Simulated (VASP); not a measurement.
Set up this calculation in VASP 6.6.1, as the native input.

```yaml
Task: single point
Functional: PBEsol
Potentials_or_basis: VASP PAW PBE potentials, release 64 (Sb)
Cutoff: 520 eV
k_mesh: 18 × 18 × 18
Occupations: gaussian, width 0.15 eV
Spin: no spin polarisation
Dipole_correction: no
Further_INCAR_settings: ALGO = Normal; EDIFF = 1e-07; NBANDS = 8
```

The structure of Sb lies in POSCAR:

```
Sb
1.0
   -1.7590604331      1.8713408863      1.8713408863
    1.7590604331     -1.8713408863      1.8713408863
    1.7590604331      1.8713408863     -1.8713408863
Sb
1
Direct
    0.0000000000      0.0000000000      0.0000000000
```

This cell differs from its parent crystal: strain -0.0600 x Voigt [1, 0, 0, 0, 0, 0].

One way to write it, as run:

INCAR

```
ALGO = Normal ; EDIFF = 1E-7
ENCUT = 520 ; GGA = PS
ISIF = 2 ; ISMEAR = 0
LASPH = T ; LCHARG = T
LELF = T ; LREAL = F
LVHAR = T ; LWAVE = F
NBANDS = 8 ; NELM = 100
PREC = Accurate ; SIGMA = 0.15
```

KPOINTS

```
k-points
0
Gamma
  18 18 18
```

Potentials or basis: VASP PAW PBE potentials, release 64 (Sb).

Run with:

```bash
$ cat potpaw_PBE.64/Sb/POTCAR > POTCAR
$ mpirun -np 1 vasp_std > vasp.out
```

Results of the run:

```
Pressure : 4.2 GPa
```

Caveat: the cell differs from its parent crystal (strain -0.0600 x Voigt [1, 0, 0, 0, 0, 0]); the PAW data sets were made with another functional, which shifts forces and pressure a little.

Wall time 28 s on 1 thread of Intel(R) Xeon(R) Platinum 8488C (Sapphire Rapids), on a shared host, peak memory 0.21 GiB.
